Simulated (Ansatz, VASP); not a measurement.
Pd: VASP beside Ansatz

```
Pd
1.0
     0.00000    1.99027    1.99027
     1.99027    0.00000    1.99027
     1.99027    1.99027    0.00000
Pd
1
Cartesian
  0.0000 0.0000 0.0000
```

Alike in both runs: task relaxation of cell and atoms; functional RPBE; k mesh 16 × 16 × 16; occupations fermi-dirac, width 0.15 eV; no spin polarisation.

|  | VASP | Ansatz |
| --- | --- | --- |
| version | VASP 6.6.1 | Ansatz 0.2.0 |
| potentials or method | VASP PAW PBE potentials, release 64 (Pd), cutoff 500 eV | scalar-relativistic, plane waves, PAW |
| valence electrons in the cell | 10 | 18 |

|  | VASP | Ansatz | Ansatz less VASP |
| --- | --- | --- | --- |
| gap on the k mesh at the Fermi level, each at its own relaxed structure (eV) | none | none | - |
| relaxed volume (Å³/atom) | 15.82 | 15.84 | +0.015 |
| relaxed length of the cell vector where the two differ most in proportion (Å) | 2.818 | 2.819 | +0.0009 |

VASP's potentials were made for PBE, not for RPBE. A gap of «none» marks a metal or a gap that the smearing closes. VASP's potentials hold 10 valence electrons a cell and Ansatz's 18, so a difference there can come from the potentials and not from the codes.
